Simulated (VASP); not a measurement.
# InSb (Cmcm) in VASP: notebook

InSb is run at these levels: PBE; tasks: single point.

Program: VASP 6.6.1. These are calculated values, not measurements. Logs are shortened: lines on timing, memory, paths and dates and some standing lists are left out, and cuts for length are marked.

### Step 1. The cell of the first run

Symmetry: Cmcm, No. 63, orthorhombic system. Conventional cell: a = 6.127 Å, b = 6.163 Å, c = 6.127 Å, α = 90.00°, β = 90.00°, γ = 90.00°. In (site symmetry m2m) has 6 Sb at 3.06 to 3.09 Å within 4.0 Å. Sb (site symmetry m2m) has 6 In at 3.06 to 3.09 Å within 4.0 Å.

### Step 2. Single point, PBE

Contents of INCAR:

```
ALGO = Normal ; EDIFF = 1E-6
ENCUT = 520 ; GGA = PE
ISIF = 2 ; ISMEAR = 0
LASPH = T ; LCHARG = T
LELF = T ; LREAL = F
LVHAR = T ; LWAVE = F
NBANDS = 26 ; NELM = 100
PREC = Accurate ; SIGMA = 0.1
```

Contents of KPOINTS:

```
Automatic mesh
0
Gamma
  4 4 4
  0.5 0.5 0.5
```

Contents of POSCAR:

```
InSb
1.0
    3.0633140000     -3.0813730000      0.0000000000
    3.0633140000      3.0813730000      0.0000000000
    0.0000000000      0.0000000000      6.1268940000
In Sb
2 2
Direct
    0.2794110000      0.7205890000      0.2500000000
    0.7205890000      0.2794110000      0.7500000000
    0.7772050000      0.2227950000      0.2500000000
    0.2227950000      0.7772050000      0.7500000000
```

Potentials or basis: VASP PAW PBE potentials, release 64 (In_d, Sb).

The run is started by

```
$ cat potpaw_PBE.64/In_d/POTCAR potpaw_PBE.64/Sb/POTCAR > POTCAR
$ mpirun -np 1 vasp_std > vasp.out
```

OUTCAR:

```text
EDIFF = 1E-6
   ENCUT = 520
   GGA = PE
   ISIF = 2
   ISMEAR = 0
   LASPH = T
   LREAL = F
   NELM = 100
   PREC = Accurate

 ion  position               nearest neighbor table
   1  0.279  0.721  0.250-   3 3.06   3 3.06   3 3.07   4 3.08   4 3.08   3 3.09
   2  0.721  0.279  0.750-   4 3.06   4 3.06   4 3.07   3 3.08   3 3.08   4 3.09
   3  0.777  0.223  0.250-   1 3.06   1 3.06   1 3.07   2 3.08   2 3.08   1 3.09
   4  0.223  0.777  0.750-   2 3.06   2 3.06   2 3.07   1 3.08   1 3.08   2 3.09

  LATTYP: Found a base centered orthorhombic cell.
 ALAT       =     6.1266280000
 B/A-ratio  =     1.0058952494
 C/A-ratio  =     1.0000434170

  Lattice vectors:

 A1 = (   3.0633140000,  -3.0813730000,   0.0000000000)
 A2 = (   3.0633140000,   3.0813730000,   0.0000000000)
 A3 = (   0.0000000000,   0.0000000000,   6.1268940000)

Analysis of symmetry for initial positions (statically):
=====================================================================
 Subroutine PRICEL returns:
 Original cell was already a primitive cell.

 Routine SETGRP: Setting up the symmetry group for a
 base centered orthorhombic supercell.

 Subroutine GETGRP returns: Found  8 space group operations
 (whereof  4 operations were pure point group operations)
 out of a pool of  8 trial point group operations.

The static configuration has the point symmetry C_2h.
 The point group associated with its full space group is D_2h.

Analysis of symmetry for dynamics (positions and initial velocities):
=====================================================================
 Subroutine PRICEL returns:
 Original cell was already a primitive cell.

 Routine SETGRP: Setting up the symmetry group for a
 base centered orthorhombic supercell.

 Subroutine GETGRP returns: Found  8 space group operations
 (whereof  4 operations were pure point group operations)
 out of a pool of  8 trial point group operations.

The dynamic configuration has the point symmetry C_2h.
 The point group associated with its full space group is D_2h.

 Subroutine INISYM returns: Found  8 space group operations
 (whereof  4 operations are pure point group operations),
 and found     1 'primitive' translations

----------------------------------------------------------------------------------------

                                     Primitive cell

  volume of cell :     115.6661

  direct lattice vectors                    reciprocal lattice vectors
     3.063314000 -3.081373000  0.000000000     0.163221922 -0.162265328  0.000000000
     3.063314000  3.081373000  0.000000000     0.163221922  0.162265328  0.000000000
     0.000000000  0.000000000  6.126894000     0.000000000  0.000000000  0.163214836

  length of vectors
     4.344968611  4.344968611  6.126894000     0.230155236  0.230155236  0.163214836

  position of ions in fractional coordinates (direct lattice)
     0.279411000  0.720589000  0.250000000
     0.720589000  0.279411000  0.750000000
     0.777205000  0.222795000  0.250000000
     0.222795000  0.777205000  0.750000000

  ion indices of the primitive-cell ions
   primitive index   ion index
                 1           1
                 2           2
                 3           3
                 4           4

----------------------------------------------------------------------------------------

 KPOINTS: Automatic mesh

Automatic generation of k-mesh.
 Grid dimensions read from file:
 generate k-points for:    4    4    4

 Generating k-lattice:

  Cartesian coordinates                     Fractional coordinates (reciprocal lattice)
     0.040805481 -0.040566332  0.000000000     0.250000000  0.000000000  0.000000000
     0.040805481  0.040566332  0.000000000     0.000000000  0.250000000  0.000000000
     0.000000000  0.000000000  0.040803709     0.000000000  0.000000000  0.250000000

  Length of vectors
     0.057538809  0.057538809  0.040803709

  Shift w.r.t. Gamma in fractional coordinates (k-lattice)
     0.500000000  0.500000000  0.500000000

 Subroutine IBZKPT returns following result:
 ===========================================

 Found     12 irreducible k-points:

 Following reciprocal coordinates:
            Coordinates               Weight
  0.125000  0.125000  0.125000      4.000000
  0.375000  0.125000  0.125000      8.000000
 -0.375000  0.125000  0.125000      8.000000
 -0.125000  0.125000  0.125000      4.000000
  0.375000  0.375000  0.125000      4.000000
 -0.375000  0.375000  0.125000      4.000000
  0.125000  0.125000  0.375000      4.000000
  0.375000  0.125000  0.375000      8.000000
 -0.375000  0.125000  0.375000      8.000000
 -0.125000  0.125000  0.375000      4.000000
  0.375000  0.375000  0.375000      4.000000
 -0.375000  0.375000  0.375000      4.000000
   k-points           NKPTS =     12   k-points in BZ     NKDIM =     12   number of bands    NBANDS=     26
   number of dos      NEDOS =    301   number of ions     NIONS =      4
   total plane-waves  NPLWV =  49152
   dimension x,y,z NGX =    32 NGY =   32 NGZ =   48
   dimension x,y,z NGXF=    64 NGYF=   64 NGZF=   96
   ions per type =               2   2
   NGX,Y,Z   is equivalent  to a cutoff of  12.24, 12.24, 13.02 a.u.
   NGXF,Y,Z  is equivalent  to a cutoff of  24.49, 24.49, 26.05 a.u.
 SYSTEM =  unknown system
   PREC   = accura    normal or accurate (medium, high low for compatibility)
   ISTART =      0    job   : 0-new  1-cont  2-samecut
   ICHARG =      2    charge: 1-file 2-atom 10-const
   ISPIN  =      1    spin polarized calculation?
   LNONCOLLINEAR =      F non collinear calculations
   LSORBIT =      F    spin-orbit coupling
   LASPH  =      T    aspherical Exc in radial PAW
   ENCUT  =  520.0 eV  38.22 Ry    6.18 a.u.   8.08  8.08 11.39*2*pi/ulx,y,z
   NELM   =    100;   NELMIN=  2; NELMDL= -5     # of ELM steps
   EDIFF  = 0.1E-05   stopping-criterion for ELM
   LREAL  =      F    real-space projection
   EDIFFG = 0.1E-04   stopping-criterion for IOM
   NSW    =      0    number of steps for IOM
   IBRION =     -1    ionic relax: 0-MD 1-quasi-New 2-CG
   NFREE  =      0    steps in history (QN), initial steepest desc. (CG)
   ISIF   =      2    stress and relaxation
   ISYM   =      2    0-nonsym 1-usesym 2-fastsym
   POTIM  = 0.5000    time-step for ionic-motion
   TEBEG  =    0.0;   TEEND  =   0.0 temperature during run
   PSTRESS=    0.0 pullay stress
   NELECT =      36.0000    total number of electrons
   NUPDOWN=      -1.0000    fix difference up-down
   EMIN   =  10.00;   EMAX   =-10.00  energy-range for DOS
   EFERMI =   0.00;   METHOD = LEGACY
   ISMEAR =     0;   SIGMA  =   0.10  broadening in eV -4-tet -1-fermi 0-gaus
   EFERMI_NEDOS =   21; number of points for ismear=-14 and -15
   IALGO  =     38    algorithm
   IMIX   =      4    mixing-type and parameters
     AMIX     =   0.40;   BMIX     =  1.00
     AMIX_MAG =   1.60;   BMIX_MAG =  1.00
  volume/ion in A,a.u.               =      28.92       195.14
  Fermi-wavevector in a.u.,A,eV,Ry     =   1.109448  2.096553 16.747069  1.230875
  Thomas-Fermi vector in A             =   2.245988
   LORBIT       =      0    0 simple, 1 ext, 2 COOP (PROOUT), +10 PAW based schemes
   GGA     = PE    functional components
   LHFCALC =     F    Hartree Fock is set to
   AEXX    =    0.0000 exact exchange contribution
   IVDW    =     0    specifies the selected vdW correction
   LEPSILON=     F    determine dielectric tensor
   LRPA    =     F    only Hartree local field effects (RPA)
 non-spin polarized calculation
 Gauss-broadening in eV      SIGMA  =   0.10
  energy-cutoff  :      520.00
  volume of cell :      115.67
 maximum number of plane-waves:      3139
   NGX = 17   NGY = 17   NGZ = 23

 number of electron      35.9999988 magnetization

 Free energy of the ion-electron system (eV)
  ---------------------------------------------------
  ext. energy  EPLUGINS =         0.00000000
  ---------------------------------------------------
  free energy    TOTEN  =       -13.41427550 eV

  energy without entropy =      -13.39775273  energy(sigma->0) =      -13.40601411

 E-fermi :   6.6648     XC(G=0):  -9.7334

 val. band max:        6.6465708156   @ k =  -0.1250   0.1250   0.1250
 cond. band min:       6.7136915456   @ k =  -0.3750   0.1250   0.3750
 fundamental gap:      0.0671207300
 Fermi energy:         6.6647730941

 k-point     1 :       0.1250    0.1250    0.1250
  band No.  band energies     occupation
      1      -7.8898      2.00000
      2      -7.7978      2.00000
      3      -7.7804      2.00000
      4      -7.7720      2.00000
      5      -7.7638      2.00000
      6      -7.7588      2.00000
[... 18 lines left out ...]
     25      12.4197      0.00000
     26      12.7429      0.00000

 k-point     2 :       0.3750    0.1250    0.1250
  band No.  band energies     occupation
      1      -7.8543      2.00000
      2      -7.8271      2.00000
      3      -7.7934      2.00000
      4      -7.7866      2.00000
      5      -7.7664      2.00000
      6      -7.7486      2.00000
[... 18 lines left out ...]
     25      12.8803      0.00000
     26      12.9097      0.00000

 k-point     3 :      -0.3750    0.1250    0.1250
  band No.  band energies     occupation
      1      -7.8571      2.00000
      2      -7.8241      2.00000
      3      -7.7946      2.00000
      4      -7.7864      2.00000
      5      -7.7608      2.00000
      6      -7.7565      2.00000
[... 18 lines left out ...]
     25      12.5655      0.00000
     26      13.0530      0.00000

 k-point     4 :      -0.1250    0.1250    0.1250
  band No.  band energies     occupation
      1      -7.8907      2.00000
      2      -7.7950      2.00000
      3      -7.7840      2.00000
      4      -7.7706      2.00000
      5      -7.7604      2.00000
      6      -7.7565      2.00000
[... 18 lines left out ...]
     25      12.3420      0.00000
     26      12.7846      0.00000
[... 148 lines left out ...]
      1      -7.8558      2.00000
      2      -7.8149      2.00000
      3      -7.7842      2.00000
      4      -7.7781      2.00000
      5      -7.7579      2.00000
      6      -7.7521      2.00000
[... 18 lines left out ...]
     25      11.8024      0.00000
     26      12.9405      0.00000

 k-point    11 :       0.3750    0.3750    0.3750
  band No.  band energies     occupation
      1      -7.8581      2.00000
      2      -7.8566      2.00000
      3      -7.7966      2.00000
      4      -7.7943      2.00000
      5      -7.7607      2.00000
      6      -7.7536      2.00000
[... 18 lines left out ...]
     25      13.7272      0.00000
     26      13.7948      0.00000

 k-point    12 :      -0.3750    0.3750    0.3750
  band No.  band energies     occupation
      1      -7.8615      2.00000
      2      -7.8547      2.00000
      3      -7.7952      2.00000
      4      -7.7950      2.00000
      5      -7.7577      2.00000
      6      -7.7570      2.00000
[... 18 lines left out ...]
     25      13.5865      0.00000
     26      13.7994      0.00000

------------------------ aborting loop because EDIFF is reached ----------------------------------------

  FORCE on cell =-STRESS in cart. coord.  units (eV):
  Direction    XX          YY          ZZ          XY          YZ          ZX
  --------------------------------------------------------------------------------------
  -------------------------------------------------------------------------------------
  Total       -0.2685631     -0.1931590      0.5421889      0.0000000     -0.0000000      0.0000000
  in kB       -3.7200676     -2.6755885      7.5102611      0.0000000     -0.0000000      0.0000000
  external PRESSURE =       0.3715350 kB  Pullay stress =       0.0000000 kB

 VOLUME and BASIS-vectors are now :
 -----------------------------------------------------------------------------
  energy-cutoff  :      520.00
  volume of cell :      115.67
      direct lattice vectors                 reciprocal lattice vectors
     3.063314000 -3.081373000  0.000000000     0.163221922 -0.162265328  0.000000000
     3.063314000  3.081373000  0.000000000     0.163221922  0.162265328  0.000000000
     0.000000000  0.000000000  6.126894000     0.000000000  0.000000000  0.163214836

 POSITION                                       TOTAL-FORCE (eV/Angst)
 -----------------------------------------------------------------------------------
      3.06331      1.35943      1.53172         0.000000     -0.036971      0.000000
      3.06331     -1.35943      4.59517         0.000000      0.036971     -0.000000
      3.06331     -1.70834      1.53172         0.000000      0.045669     -0.000000
      3.06331      1.70834      4.59517         0.000000     -0.045669     -0.000000
 -----------------------------------------------------------------------------------
    total drift:                               -0.000000     -0.000000     -0.000000

  FREE ENERGIE OF THE ION-ELECTRON SYSTEM (eV)
  ---------------------------------------------------
  free  energy   TOTEN  =       -13.4142754962 eV

  energy  without entropy=      -13.3977527302  energy(sigma->0) =      -13.40601411
```

Run time: 59 s. Hardware: 1 thread of AMD EPYC 7R13, shared host; peak memory 0.19 GiB.

What came out:

```
Free energy            : -13.4143 eV
Pressure               : 0.0 GPa
Largest force          : 0.046 eV/Å
Band gap on the k mesh : zero (band 18 reaches 6.92 eV, above the bottom of band 19 at 5.47 eV)
```

Forces in eV/Å, atoms in the order of the input:
```
In   0.000 -0.037  0.000
In   0.000  0.037  0.000
Sb   0.000  0.046  0.000
Sb   0.000 -0.046  0.000
```

Caveat: the k points lie up to 0.36 Å⁻¹ apart; spin-orbit coupling is left out, which moves the levels of the heavy elements.

### Step 3. Single point, PBE

Contents of INCAR:

```
SYSTEM = InSb
ALGO = Normal
EDIFF = 1E-6
ENCUT = 520
GGA = PE
ISIF = 2
ISMEAR = 0
LASPH = .True.
LCHARG = .False.
LREAL = .False.
LWAVE = .False.
NBANDS = 26
NELM = 60
PREC = Accurate
SIGMA = 0.1
```

Contents of KPOINTS:

```
k-points
0
Gamma
  6 6 4
  0 0 0
```

POSCAR is that of step 2.

Potentials or basis: VASP PAW PBE potentials, release 64 (In_d, Sb).

The run is started by

```
$ cat potpaw_PBE.64/In_d/POTCAR potpaw_PBE.64/Sb/POTCAR > POTCAR
$ mpirun -np 1 vasp_std > vasp.out
```

It took 2.4 min on 1 thread of AMD EPYC 7R13, shared host; peak memory 0.24 GiB.

It converged, with:

```yaml
Free_energy: -13.2884 eV
Pressure: 0.2 GPa
Largest_force: 0.079 eV/Å
Band_gap_on_the_k_mesh: zero (band 18 reaches 7.09 eV, above the bottom of band 19 at 4.58 eV)
```

Forces in eV/Å, atoms in the order of the input:
```
In   0.000 -0.005  0.000
In   0.000  0.005  0.000
Sb   0.000  0.079  0.000
Sb   0.000 -0.079  0.000
```

Stress tensor (GPa, compression positive):
```
-0.16  0.00  0.00
 0.00  0.30  0.00
 0.00  0.00  0.42
```

Levels at points of the mesh, in eV from the Fermi level:
| k point | band 15 | band 16 | band 17 | band 18 | band 19 | band 20 | band 21 | band 22 |
| --- | --- | --- | --- | --- | --- | --- | --- | --- |
| (0.00, 0.00, 0.00) | -2.22 | -2.15 | -0.53 | -0.22 | -0.07 | 0.01 | 3.25 | 5.79 |
| (0.50, 0.00, 0.00) | -2.67 | -2.53 | -0.15 | 0.06 | 1.31 | 1.34 | 3.12 | 3.43 |
| (0.50, 0.50, 0.00) | -3.40 | -3.33 | -2.16 | -2.15 | -2.11 | -2.07 | 2.92 | 3.20 |
| (0.00, 0.00, 0.50) | -1.33 | -1.33 | -1.32 | -1.32 | 0.14 | 0.14 | 3.99 | 3.99 |
| (0.50, 0.00, 0.50) | 0.24 | 0.24 | 0.26 | 0.26 | 2.12 | 2.12 | 2.40 | 2.40 |
| (0.50, 0.50, 0.50) | -3.59 | -3.59 | -3.54 | -3.54 | 1.85 | 1.85 | 3.31 | 3.31 |

Caveat: spin-orbit coupling is left out, which moves the levels of the heavy elements.

### Step 4. Single point, PBE

Contents of INCAR:

```
SYSTEM = InSb
ALGO = Normal
EDIFF = 1E-6
ENCUT = 520
GGA = PE
ISIF = 2
ISMEAR = 0
LASPH = .TRUE.
LCHARG = .FALSE.
LREAL = .FALSE.
LWAVE = .FALSE.
NBANDS = 26
NELM = 80
PREC = Accurate
SIGMA = 0.1
```

Contents of KPOINTS:

```
Automatic mesh
0
Gamma
  6 6 4
  0.5 0.5 0.5
```

POSCAR is that of step 3.

The run is started by

```
$ cat potpaw_PBE.64/In_d/POTCAR potpaw_PBE.64/Sb/POTCAR > POTCAR
$ mpirun -np 1 vasp_std > vasp.out
```

Wall time 83 s (1 thread of AMD EPYC 7R13, shared host); peak memory 0.21 GiB.

The run converged. Its results:

| Property | Result |
| --- | --- |
| Free energy | -13.3679 eV |
| Pressure | -0.1 GPa |
| Largest force | 0.077 eV/Å |
| Band gap on the k mesh | zero (band 18 reaches 7.13 eV, above the bottom of band 19 at 5.31 eV) |

Forces on the atoms (eV/Å):
```
In   0.000 -0.005  0.000
In   0.000  0.005  0.000
Sb   0.000 -0.077  0.000
Sb   0.000  0.077  0.000
```

Stress tensor (GPa, compression positive):
```
-0.21  0.00  0.00
 0.00 -0.08  0.00
 0.00  0.00  0.12
```

Levels at points of the mesh, in eV from the Fermi level:
```tsv
k point	band 15	band 16	band 17	band 18	band 19	band 20	band 21	band 22
(0.08, 0.08, 0.12)	-2.44	-1.83	-1.03	-0.28	0.15	1.34	3.80	4.77
```

Caveat: spin-orbit coupling is left out, which moves the levels of the heavy elements.

### Step 5. The runs side by side

```tsv
k mesh	gap on the mesh (eV)	pressure (GPa)	largest force (eV/Å)
4 × 4 × 4, shifted	none	0.0	0.05
6 × 6 × 4	none	0.2	0.08
6 × 6 × 4, shifted	none	-0.1	0.08
```

Alike in all rows: task single point; level PBE; potentials or basis VASP PAW PBE potentials, release 64 (In_d, Sb); no spin polarisation; cell as given; cutoff (eV) 520; smearing gaussian 0.1 eV.

Caveats: some runs use coarse meshes; spin-orbit coupling is left out, which moves the levels of the heavy elements.

Total energies depend on the potentials used, so only differences within one code and one set of settings carry meaning.
